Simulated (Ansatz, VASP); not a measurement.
**MgO in VASP and in Ansatz**

Contents of POSCAR:

```
MgO
1.0
    2.6493245711      0.0000000000      0.0000000000
    0.0000000000      2.6493245711      0.0000000000
    0.0000000000      0.0000000000      2.6493245711
Mg O
1 1
Direct
    0.0000000000      0.0000000000      0.0000000000
    0.5000000000      0.5000000000      0.5000000000
```

INCAR.step1

```
PREC     = Accurate       # precision mode
ENCUT    = 920            # plane-wave cutoff, eV
ISMEAR   = 0              # smearing method
SIGMA    = 0.01           # smearing width, eV
LREAL    = False          # projectors in reciprocal space
LASPH    = True           # aspherical terms in the spheres
NELM     = 120            # most SCF steps
NBANDS   = 15             # bands
GGA      = PE             # functional
ALGO     = Normal         # electronic algorithm
EDIFF    = 1E-5           # SCF threshold, eV
LWAVE    = True           # write WAVECAR
LCHARG   = False          # write CHGCAR
GGA_COMPAT= False
```

Contents of INCAR.step2:

```
PREC     = Accurate       # precision mode
ENCUT    = 920            # plane-wave cutoff, eV
EDIFF    = 1E-6           # SCF threshold, eV
ISMEAR   = 0              # smearing method
SIGMA    = 0.01           # smearing width, eV
LREAL    = False          # projectors in reciprocal space
LASPH    = True           # aspherical terms in the spheres
NELM     = 120            # most SCF steps
ALGO     = Normal         # electronic algorithm
ISIF     = 2              # what is computed and relaxed
LWAVE    = False          # write WAVECAR
LCHARG   = True           # write CHGCAR
METAGGA  = R2SCAN         # meta-GGA
LMIXTAU  = True         
LELF     = True           # ELF
LVHAR    = True         
NBANDS   = 15             # bands
ISTART   = 1            
GGA_COMPAT= False
```

Contents of KPOINTS:

```
regular mesh
0
Gamma
  8 8 8
```

Input for Ansatz:

```yaml
crystal:
  lattice:
    - [2.6493245711, 0.0, 0.0]
    - [0.0, 2.6493245711, 0.0]
    - [0.0, 0.0, 2.6493245711]
  atoms:
    - { symbol: Mg, position: [0.0, 0.0, 0.0] }
    - { symbol: O, position: [0.5, 0.5, 0.5] }
kpoints:
  mp_grid: { grid: [8, 8, 8] }
hamiltonian:
  xc: r2scan
scf:
  occupations: { method: fixed }
  n_extra_bands: 4
output:
  forces: true
  stress: true
  eigenvalues: true
```

Alike in both runs: task single point; functional r2SCAN; k mesh 8 × 8 × 8; no spin polarisation.

```csv
,VASP,Ansatz
version,VASP 6.6.1,Ansatz 0.2.0
potentials or method,"VASP PAW PBE potentials, release 64 (Mg_sv, O)","plane waves, PAW"
plane-wave cutoff (eV),920,500
occupations,"gaussian, width 0.01 eV",fixed
valence electrons in the cell,16,16
```

|  | VASP | Ansatz | Ansatz less VASP |
| --- | --- | --- | --- |
| gap on the k mesh at the Fermi level (eV) | 3.24 | 3.21 | -0.030 |
| pressure (GPa) | -4.0 | -4.4 | -0.41 |

VASP's potentials were made for PBE, not for r2SCAN.
